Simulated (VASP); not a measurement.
Input of a VASP 6.6.1 run:

INCAR

```
PREC = Accurate
ENCUT = 600
EDIFF = 1E-6
ISMEAR = 0
SIGMA = 0.2
LREAL = F
LASPH = T
NELM = 120
ALGO = Normal
ISIF = 2
LWAVE = F
LCHARG = T
GGA = PE
LELF = T
LVHAR = T
NBANDS = 24
GGA_COMPAT = F
```

File KPOINTS:

```
Automatic mesh
0
Gamma
  4 4 4
```

File POSCAR:

```
HfC5
1.0
    2.4642260364      1.4227215643      2.5734477065
   -2.4642260364      1.4227215643      2.5734477065
    0.0000000000     -2.8454431321      2.5734477045
Hf C
1 5
Direct
    0.5000000000      0.5000000000      0.5000000000
    0.0000000000      0.0000000000      0.5000000000
    0.5000000000      0.0000000000      0.0000000000
    0.0000000000      0.5000000000      0.0000000000
    0.8262828729      0.8262828729      0.8262828729
    0.1737171271      0.1737171271      0.1737171271
```

Potentials or basis: VASP PAW PBE potentials, release 64 (Hf_pv, C).

Run with:

```sh
$ cat potpaw_PBE.64/Hf_pv/POTCAR potpaw_PBE.64/C/POTCAR > POTCAR
$ mpirun -np 1 vasp_std > vasp.out
```

**Question.** Predict the band gap on the k mesh.

**Answer.** Zero (bands 15 and 16 overlap by 1.31 eV).

**Question.** What does it give for the largest force?

**Answer.** 0.026 eV/Å.

**Question.** What does it give for the pressure?

**Answer.** -1.4 GPa.

Stress tensor (GPa, compression positive):
```
-1.36  0.00  0.00
 0.00 -1.36  0.00
 0.00  0.00 -1.44
```

Caveat: the k points lie up to 0.42 Å⁻¹ apart, too coarse for converged energies and pressures of a metal; spin-orbit coupling is left out, which moves the levels of the heavy elements.
